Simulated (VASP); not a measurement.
# Mg5Cd11O16 (P1) in VASP: single point with HSE06

Aim: the single point of Mg5Cd11O16 with HSE06.

Program: VASP 6.6.1. These are calculated values, not measurements. Logs are shortened: lines on timing, memory, paths and dates and some standing lists are left out, and cuts for length are marked.

### 1 The cell of the first run

The typed cell holds 64 atoms: a = 9.143 Å, b = 9.143 Å, c = 9.143 Å, α = 90.00°, β = 90.00°, γ = 90.00°.

### 2 Single point, HSE06

POSCAR

```
Mg5Cd11O16
1.0
    9.1431810000      0.0000000000      0.0000000000
    0.0000000000      9.1431810000      0.0000000000
    0.0000000000      0.0000000000      9.1431810000
O Cd Mg
32 22 10
Direct
    0.2524270000      0.0191020000      0.9984550000
    0.2505960000      0.0019930000      0.5000490000
    0.2632780000      0.4890290000      0.9867020000
    0.2654470000      0.5003200000      0.5141350000
    0.7487480000      0.0002740000      0.9998570000
    0.7471910000      0.9847810000      0.4999320000
    0.7321060000      0.4983370000      0.9983860000
    0.7345540000      0.5102400000      0.5014520000
    0.0139570000      0.2527460000      0.9878880000
    0.0005180000      0.2515310000      0.5145550000
    0.9978430000      0.7481950000      0.9855220000
    0.9840900000      0.7470810000      0.5129600000
    0.4894720000      0.2655550000      0.0098360000
    0.5006930000      0.2662490000      0.4867500000
    0.4991450000      0.7334640000      0.9956680000
    0.5096150000      0.7351040000      0.5025310000
    0.9997840000      0.0010990000      0.2497430000
    0.0026530000      0.9900040000      0.7498740000
    0.0004800000      0.4986380000      0.2501930000
    0.0149760000      0.5025810000      0.7500910000
    0.4984920000      0.9803830000      0.2491280000
    0.4982410000      0.9840640000      0.7494230000
    0.4975260000      0.5047520000      0.2499340000
    0.4879910000      0.5093180000      0.7491910000
    0.2636860000      0.2527520000      0.2361150000
    0.2409180000      0.2632160000      0.7612720000
    0.2601530000      0.7493050000      0.2498490000
    0.2475730000      0.7367950000      0.7494430000
    0.7327370000      0.2489680000      0.2494680000
    0.7674280000      0.2497450000      0.7502990000
    0.7379180000      0.7482560000      0.2641550000
    0.7463570000      0.7469040000      0.7378150000
    0.0020630000      0.0017170000      0.9966260000
    0.9975780000      0.9982370000      0.5029560000
    0.0037840000      0.4996660000      0.9963110000
    0.9999900000      0.5012610000      0.5039140000
    0.4985510000      0.9995680000      0.0013070000
    0.5005790000      0.9964360000      0.4977440000
    0.2521420000      0.2538740000      0.5013570000
    0.2522380000      0.7475800000      0.9971580000
    0.2524950000      0.7477690000      0.5022480000
    0.7482070000      0.2512270000      0.9995560000
    0.7484290000      0.2511130000      0.5001350000
    0.7460160000      0.7478140000      0.9981570000
    0.2533170000      0.0026490000      0.2477320000
    0.2495800000      0.0002480000      0.7511320000
    0.2529260000      0.5003880000      0.2481980000
    0.7453130000      0.9981150000      0.2512490000
    0.7514150000      0.9963110000      0.7485140000
    0.7451990000      0.5008840000      0.2511780000
    0.7488680000      0.5009230000      0.7489650000
    0.0023880000      0.2495620000      0.2475650000
    0.9961530000      0.7505050000      0.2527470000
    0.4968130000      0.2547360000      0.7513330000
    0.4948850000      0.5013270000      0.9957880000
    0.4993320000      0.5043450000      0.5033880000
    0.2541070000      0.2565090000      0.9967500000
    0.7438500000      0.7456520000      0.5032580000
    0.2531860000      0.5009390000      0.7517470000
    0.0070500000      0.2582600000      0.7527480000
    0.0016410000      0.7462780000      0.7471850000
    0.4970830000      0.2684460000      0.2466400000
    0.5017900000      0.7431900000      0.2544960000
    0.5006180000      0.7419480000      0.7467250000
```

INCAR.step1

```
SYSTEM = Mg5Cd11O16
ALGO     = Normal         ! electronic algorithm
EDIFF    = 1E-5           ! SCF threshold, eV
ENCUT    = 520            ! plane-wave cutoff, eV
GGA      = PE             ! functional
ISIF     = 2              ! what is computed and relaxed
ISMEAR   = -1             ! smearing method
LASPH    = .TRUE.         ! aspherical terms in the spheres
LCHARG   = .FALSE.        ! write CHGCAR
LREAL    = Auto         
LUSENCCL = .FALSE.      
LWAVE    = .TRUE.         ! write WAVECAR
NBANDS   = 276            ! bands
NELM     = 100            ! most SCF steps
PREC     = Accurate       ! precision mode
SIGMA    = 0.05           ! smearing width, eV
```

INCAR.step2

```
SYSTEM = Mg5Cd11O16
ALGO     = Normal         ! electronic algorithm
EDIFF    = 1E-7           ! SCF threshold, eV
ENCUT    = 520            ! plane-wave cutoff, eV
GGA      = PE             ! functional
HFSCREEN = 0.2079         ! screening, 1/A
ISIF     = 2              ! what is computed and relaxed
ISMEAR   = -1             ! smearing method
ISTART   = 1            
LASPH    = .TRUE.         ! aspherical terms in the spheres
LCHARG   = .FALSE.        ! write CHGCAR
LHFCALC  = .TRUE.         ! exact exchange
LREAL    = Auto         
LUSENCCL = .FALSE.      
LWAVE    = .FALSE.        ! write WAVECAR
NBANDS   = 276            ! bands
NELM     = 100            ! most SCF steps
PREC     = Accurate       ! precision mode
PRECFOCK = Fast         
SIGMA    = 0.05           ! smearing width, eV
```

KPOINTS

```
k-points
0
G
  1 1 1
  0 0 0
```

Potentials or basis: VASP PAW PBE potentials, release 64 (O, Cd, Mg).

Started as:

```sh
$ cat potpaw_PBE.64/O/POTCAR potpaw_PBE.64/Cd/POTCAR potpaw_PBE.64/Mg/POTCAR > POTCAR
$ cp INCAR.step1 INCAR
$ mpirun -np 1 vasp_gam > vasp.out
$ cp INCAR.step2 INCAR
$ mpirun -np 1 vasp_gam > vasp.out
```

OUTCAR:

```text
SYSTEM = Mg5Cd11O16
   EDIFF = 1E-7
   ENCUT = 520
   GGA = PE
   HFSCREEN = 0.2079
   ISIF = 2
   ISMEAR = -1
   ISTART = 1
   LASPH = .TRUE.
   LHFCALC = .TRUE.
   LREAL = Auto
   NELM = 100
   PREC = Accurate
   PRECFOCK = Fast

 ion  position               nearest neighbor table
   1  0.252  0.019  0.998-  57 2.17  37 2.26  46 2.27  45 2.28  33 2.29  40 2.48
   2  0.251  0.002  0.500-  38 2.29  46 2.30  39 2.30  45 2.31  34 2.31  41 2.32
   3  0.263  0.489  0.987-  55 2.12  57 2.13  59 2.15  40 2.37  35 2.38  47 2.40
   4  0.265  0.500  0.514-  56 2.14  59 2.18  39 2.26  41 2.27  36 2.43  47 2.43
   5  0.749  0.000  1.000-  37 2.29  42 2.29  49 2.30  48 2.30  44 2.31  33 2.32
   6  0.747  0.985  0.500-  58 2.19  38 2.26  49 2.28  48 2.28  34 2.29  43 2.44
[... 76 lines left out ...]
  58  0.744  0.746  0.503-  16 2.14  32 2.14   8 2.15   6 2.19  31 2.19  12 2.20  56 3.14  64 3.15
                            51 3.17  63 3.17  38 3.19  49 3.21  50 3.21  36 3.24  61 3.24  53 3.25
  59  0.253  0.501  0.752-  24 2.15   3 2.15  28 2.16   4 2.18  20 2.18  26 2.18  55 3.14  64 3.16
                            60 3.16  57 3.16  54 3.17  40 3.18  35 3.19  56 3.20  41 3.21  61 3.21
  60  0.007  0.258  0.753-  26 2.14   9 2.15  10 2.18  30 2.19  20 2.24  18 2.45  35 3.14  59 3.16
                            57 3.17  36 3.18  39 3.21  33 3.24  46 3.24  51 3.24  42 3.27  34 3.30
  61  0.002  0.746  0.747-  12 2.15  11 2.18  18 2.23  20 2.23  28 2.25  32 2.34  36 3.16  35 3.21
                            41 3.21  34 3.21  59 3.21  51 3.22  49 3.23  40 3.24  58 3.24  46 3.25
  62  0.497  0.268  0.247-  25 2.14  23 2.16  29 2.16  13 2.17  14 2.20  21 2.63  47 3.08  50 3.11
                            55 3.13  56 3.19  57 3.19  42 3.22  39 3.23  43 3.27  45 3.30  37 3.33
  63  0.502  0.743  0.254-  31 2.16  21 2.17  23 2.18  27 2.21  16 2.27  15 2.37  50 3.14  56 3.15
                            58 3.17  47 3.18  38 3.21  41 3.21  48 3.22  44 3.24  55 3.24  40 3.28
  64  0.501  0.742  0.747-  24 2.13  22 2.21  16 2.24  32 2.25  15 2.28  28 2.31  56 3.11  58 3.15
                            59 3.16  51 3.16  55 3.17  41 3.19  44 3.21  40 3.23  38 3.26  49 3.27

  LATTYP: Found a simple cubic cell.
 ALAT       =     9.1431810000

  Lattice vectors:

 A1 = (   9.1431810000,   0.0000000000,   0.0000000000)
 A2 = (   0.0000000000,   9.1431810000,   0.0000000000)
 A3 = (   0.0000000000,   0.0000000000,   9.1431810000)

Analysis of symmetry for initial positions (statically):
=====================================================================
 Subroutine PRICEL returns:
 Original cell was already a primitive cell.

 Routine SETGRP: Setting up the symmetry group for a
 simple cubic supercell.

 Subroutine GETGRP returns: Found  1 space group operations
 (whereof  1 operations were pure point group operations)
 out of a pool of 48 trial point group operations.

The static configuration has the point symmetry C_1 .

[... 233 lines left out ...]
  volume/ion in A,a.u.               =      11.94        80.60
  Fermi-wavevector in a.u.,A,eV,Ry     =   1.398019  2.641873 26.592015  1.954458
  Thomas-Fermi vector in A             =   2.521218
   LORBIT       =      0    0 simple, 1 ext, 2 COOP (PROOUT), +10 PAW based schemes
   GGA     = PE    functional components
   LHFCALC =     T    Hartree Fock is set to
   PRECFOCK=fast      Normal, Fast or Accurate (Low or Medium for compatibility)
   ENCUT4O =  -1.0   cutoff for four orbital integrals eV
   NKREDX  =     1    reduce k-point grid by
   NKREDY  =     1    reduce k-point grid by
   NKREDZ  =     1    reduce k-point grid by
   AEXX    =    0.2500 exact exchange contribution
   HFSCREEN=    0.2079 screening length (either q_TF or 0.3 A-1)
   HFSCREENC=   0.2079 screening length for correlation (either q_TF or 0.3 A-1)
   ENCUTFOCK=  -1.0 apply spherical cutoff to Coloumb kernel
   IVDW    =     0    specifies the selected vdW correction
   LEPSILON=     F    determine dielectric tensor
   LRPA    =     F    only Hartree local field effects (RPA)
 non-spin polarized calculation
  energy-cutoff  :      520.00
  volume of cell :      764.35
 maximum number of plane-waves:     10240
 NGX is ok and might be reduce to    70
  NGX = 36; NGY = 36; NGZ = 36

 number of electron     476.0000017 magnetization

 Free energy of the ion-electron system (eV)
  ---------------------------------------------------
  ext. energy  EPLUGINS =         0.00000000
  ---------------------------------------------------
  free energy    TOTEN  =      -357.55255198 eV

  energy without entropy =     -357.55255091  energy(sigma->0) =     -357.55255145

 E-fermi :   2.5000     XC(G=0):  -9.3997

 val. band max:        1.7235482517   @ k =   0.0000   0.0000   0.0000
 cond. band min:       3.2473763901   @ k =   0.0000   0.0000   0.0000
 fundamental gap:      1.5238281383
 Fermi energy:         2.5000180138

 k-point     1 :       0.0000    0.0000    0.0000
  band No.  band energies     occupation
      1     -17.7409      2.00000
      2     -17.4476      2.00000
      3     -17.3497      2.00000
      4     -17.3049      2.00000
      5     -17.2320      2.00000
      6     -17.1895      2.00000
[... 242 lines left out ...]
    249       7.7580      0.00000
    250       7.8794      0.00000
 [bands above 250 left out]

------------------------ aborting loop because EDIFF is reached ----------------------------------------

  FORCE on cell =-STRESS in cart. coord.  units (eV):
  Direction    XX          YY          ZZ          XY          YZ          ZX
  --------------------------------------------------------------------------------------
  -------------------------------------------------------------------------------------
  Total        7.6177383      9.1826879      8.2225685     -1.2742171      0.5030825     -1.6216507
  in kB       15.9677852     19.2481260     17.2355890     -2.6709273      1.0545273     -3.3991940
  external PRESSURE =      17.4838334 kB  Pullay stress =       0.0000000 kB

 VOLUME and BASIS-vectors are now :
 -----------------------------------------------------------------------------
  energy-cutoff  :      520.00
  volume of cell :      764.35
      direct lattice vectors                 reciprocal lattice vectors
     9.143181000  0.000000000  0.000000000     0.109371126  0.000000000  0.000000000
     0.000000000  9.143181000  0.000000000     0.000000000  0.109371126  0.000000000
     0.000000000  0.000000000  9.143181000     0.000000000  0.000000000  0.109371126

 POSITION                                       TOTAL-FORCE (eV/Angst)
 -----------------------------------------------------------------------------------
      2.30799      0.17465      9.12905        -0.025238      0.085192     -0.015840
      2.29124      0.01822      4.57204        -0.002666      0.020458     -0.006220
      2.40720      4.47128      9.02159         0.090173     -0.063310     -0.021867
      2.42703      4.57452      4.70083         0.033053     -0.048223      0.014787
      6.84594      0.00251      9.14187         0.006220      0.021529      0.012400
      6.83170      9.00403      4.57097         0.022660     -0.014963      0.004888
[... 56 lines left out ...]
      4.58796      6.79512      2.32690         0.037505     -0.032366      0.059162
      4.57724      6.78376      6.82744         0.015309     -0.109782     -0.050510
 -----------------------------------------------------------------------------------
    total drift:                                0.011513     -0.006616     -0.007122

  FREE ENERGIE OF THE ION-ELECTRON SYSTEM (eV)
  ---------------------------------------------------
  free  energy   TOTEN  =      -357.5525519806 eV

  energy  without entropy=     -357.5525509100  energy(sigma->0) =     -357.55255145
```

It took 10 min on 1 × NVIDIA H100 80GB with 1 thread of AMD EPYC 7R13 (Zen 3), shared host; peak memory 1.6 GiB.

What came out:

- Free energy: -357.5526 eV
- Pressure: 1.7 GPa
- Largest force: 0.141 eV/Å
- Band gap on the k mesh: 1.52 eV

Forces in eV/Å, atoms in the order of the input:
```
O   -0.025  0.085 -0.016
O   -0.003  0.020 -0.006
O    0.090 -0.063 -0.022
O    0.033 -0.048  0.015
O    0.006  0.022  0.012
O    0.023 -0.015  0.005
O   -0.050  0.003  0.016
O   -0.069  0.049 -0.007
O    0.028 -0.007 -0.051
O   -0.028 -0.020  0.040
O    0.003  0.018 -0.042
O   -0.058  0.006  0.058
O   -0.060  0.045  0.032
O    0.003  0.048 -0.049
O    0.030 -0.056  0.013
O    0.063 -0.068 -0.011
O    0.002 -0.017  0.003
O    0.010 -0.053  0.005
O    0.006  0.003 -0.002
O    0.032 -0.012 -0.017
O    0.018 -0.079  0.006
O    0.007 -0.049  0.014
O   -0.006  0.002  0.001
O   -0.046  0.043  0.007
O    0.048 -0.006 -0.041
O   -0.076  0.000  0.025
O    0.004  0.004 -0.008
O   -0.026 -0.013  0.016
O   -0.043 -0.005  0.013
O    0.065 -0.023 -0.015
O   -0.040  0.011  0.047
O    0.025  0.032 -0.043
Cd   0.026  0.031 -0.064
Cd  -0.027 -0.038  0.063
Cd   0.073 -0.034 -0.100
Cd   0.000  0.030  0.095
Cd  -0.023 -0.006  0.039
Cd   0.033 -0.085 -0.037
Cd   0.022  0.050  0.038
Cd   0.061 -0.073 -0.059
Cd   0.076 -0.058  0.061
Cd  -0.033  0.025  0.004
Cd  -0.024  0.035 -0.002
Cd  -0.059 -0.024 -0.037
Cd   0.063  0.024 -0.027
Cd  -0.041 -0.001  0.024
Cd   0.126 -0.030 -0.035
Cd  -0.060 -0.032  0.028
Cd   0.030 -0.071 -0.027
Cd  -0.126  0.036  0.029
Cd  -0.033  0.078 -0.033
Cd   0.031 -0.006 -0.035
Cd  -0.034  0.008  0.032
Cd  -0.079  0.106  0.042
Mg  -0.072  0.006 -0.010
Mg   0.005  0.097  0.008
Mg   0.042  0.069 -0.041
Mg  -0.089 -0.039  0.043
Mg   0.039  0.007  0.039
Mg   0.077  0.068  0.039
Mg   0.009 -0.018 -0.034
Mg  -0.034  0.128 -0.048
Mg   0.038 -0.032  0.059
Mg   0.015 -0.110 -0.051
```

Levels at points of the mesh, in eV from the valence-band top:
```
           k point  band 235  band 236  band 237  band 238  band 239  band 240  band 241  band 242
(0.00, 0.00, 0.00)     -0.11     -0.09     -0.05      0.00      1.52      4.47      4.95      5.04
```

Caveat: the k points lie up to 0.69 Å⁻¹ apart; the PAW data sets were made with another functional, which shifts forces and pressure a little.
